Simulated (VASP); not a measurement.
Be: relaxation of cell and atoms with PBEsol

The system is Be.

```
CELL_PARAMETERS angstrom
0.00000 1.82546 1.82546
1.82546 0.00000 1.82546
1.82546 1.82546 0.00000
ATOMIC_POSITIONS crystal
Be 0.87500 0.87500 0.87500
Be 0.12500 0.12500 0.12500
```

This isn't the form of Be at room conditions, which is hcp.

* Program: VASP 6.6.1
* Task: relaxation of cell and atoms
* Functional: PBEsol
* Potentials or basis: VASP PAW PBE potentials, release 64 (Be)
* Cutoff: 600 eV
* k mesh: 17 × 17 × 17
* Occupations: fermi-dirac, width 0.1 eV
* Spin: no spin polarisation
* Target pressure: 80 GPa
* Dipole correction: no
* Further INCAR settings: ALGO = Normal; EDIFF = 1e-06; IBRION = 2; EDIFFG = -0.005; NSW = 60; ISIF = 3

| Quantity | Value |
| --- | --- |
| Relaxed volume | 7.76 Å³/atom |
| Relaxed cell | a = 2.800 Å, b = 2.800 Å, c = 2.800 Å, α = 60.00°, β = 60.00°, γ = 60.00° |
| Space group after relaxing (to 0.1 Å) | Fd-3m (No. 227) |
| Energy change on relaxing (the run minimises the enthalpy) | -1222.9 meV/atom |
| Ionic steps | 18 |
| Pressure after relaxing | 80.1 GPa |
| Band gap on the k mesh | zero (bands 2 and 3 overlap by 9.12 eV) |

The path:
```csv
step,energy change (eV),largest force (eV/Å),pressure (GPa),volume (Å³)
1,0.0000,0.0000,164.74,12.17
2,-3.6243,0.0000,40.96,18.76
3,-2.4818,0.0000,78.90,15.59
4,-2.4450,0.0000,80.13,15.52
5,-2.4450,0.0000,80.13,15.52
6,-2.4450,0.0000,80.12,15.52
7,-2.4450,0.0000,80.12,15.52
8,-2.4450,0.0000,80.12,15.52
9,-2.4450,0.0000,80.12,15.52
10,-2.4450,0.0000,80.12,15.52
11,-2.4450,0.0000,80.12,15.52
12,-2.4450,0.0000,80.12,15.52
13,-2.4450,0.0000,80.12,15.52
14,-2.4451,0.0000,80.12,15.52
15,-2.4451,0.0000,80.12,15.52
16,-2.4452,0.0000,80.12,15.52
17,-2.4454,0.0000,80.11,15.52
18,-2.4458,0.0000,80.10,15.52
```

Final structure:
```xyz
2
Lattice="0.0000 1.9799 1.9799 1.9799 0.0000 1.9799 1.9799 1.9799 0.0000" Properties=species:S:1:pos:R:3 pbc="T T T"
Be    3.4647    3.4647    3.4647
Be    0.4950    0.4950    0.4950
```

Levels at points of the mesh, in eV from the Fermi level:
```csv
k point,band 1,band 2,band 3,band 4,band 5,band 6
"(0.00, 0.00, 0.00)",-10.35,7.40,7.40,7.40,10.55,10.55
```

Wall time 110 s on 1 thread of AMD EPYC 7R13, with other jobs on the host, peak memory 0.11 GiB.

Caveat: the cell is relaxed towards a set pressure, so the run minimises the enthalpy, not the energy; the volume moved by over 15 % at a fixed basis, so the end points are rough; the PAW data sets were made with another functional, which shifts forces and pressure a little.
